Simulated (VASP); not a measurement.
Here is a VASP 6.6.1 calculation.

POSCAR

```
KF
1.0
    0.0000000000      2.6587901860      2.6587901860
    2.6587901860      0.0000000000      2.6587901860
    2.6587901860      2.6587901860      0.0000000000
K F
1 1
Direct
    0.0000000000      0.0000000000      0.0000000000
    0.5000000000      0.5000000000      0.5000000000
```

File INCAR.step1:

```
SYSTEM = KF
PREC     = Accurate       ! precision mode
ENCUT    = 520            ! plane-wave cutoff, eV
ISMEAR   = 0              ! smearing method
SIGMA    = 0.02           ! smearing width, eV
LREAL    = .False.        ! projectors in reciprocal space
LASPH    = .True.         ! aspherical terms in the spheres
NELM     = 60             ! most SCF steps
NBANDS   = 15             ! bands
GGA      = PE             ! functional
ALGO     = Normal         ! electronic algorithm
EDIFF    = 1E-4           ! SCF threshold, eV
LWAVE    = .True.         ! write WAVECAR
LCHARG   = .False.        ! write CHGCAR
```

The input INCAR.step2:

```
SYSTEM = KF
PREC     = Accurate       ! precision mode
ENCUT    = 520            ! plane-wave cutoff, eV
EDIFF    = 1E-6           ! SCF threshold, eV
ISMEAR   = 0              ! smearing method
SIGMA    = 0.02           ! smearing width, eV
LREAL    = .False.        ! projectors in reciprocal space
LASPH    = .True.         ! aspherical terms in the spheres
NELM     = 60             ! most SCF steps
ALGO     = Normal         ! electronic algorithm
ISIF     = 2              ! what is computed and relaxed
LWAVE    = .False.        ! write WAVECAR
LCHARG   = .False.        ! write CHGCAR
METAGGA  = R2SCAN         ! meta-GGA
LMIXTAU  = .True.       
NBANDS   = 15             ! bands
ISTART   = 1
```

File KPOINTS:

```
regular mesh
0
Gamma
  8 8 8
  0 0 0
```

Potentials or basis: VASP PAW PBE potentials, release 64 (K_sv, F).

Command:

```console
$ cat potpaw_PBE.64/K_sv/POTCAR potpaw_PBE.64/F/POTCAR > POTCAR
$ cp INCAR.step1 INCAR
$ mpirun -np 1 vasp_std > vasp.out
$ cp INCAR.step2 INCAR
$ mpirun -np 1 vasp_std > vasp.out
```

Problem. What does it give for the pressure?

Solution. 0.0 GPa.

Problem. What does it give for the band gap on the k mesh?

Solution. 6.91 eV, direct.

Caveat: the PAW data sets were made with another functional, which shifts forces and pressure a little. A k mesh can miss the band edges.
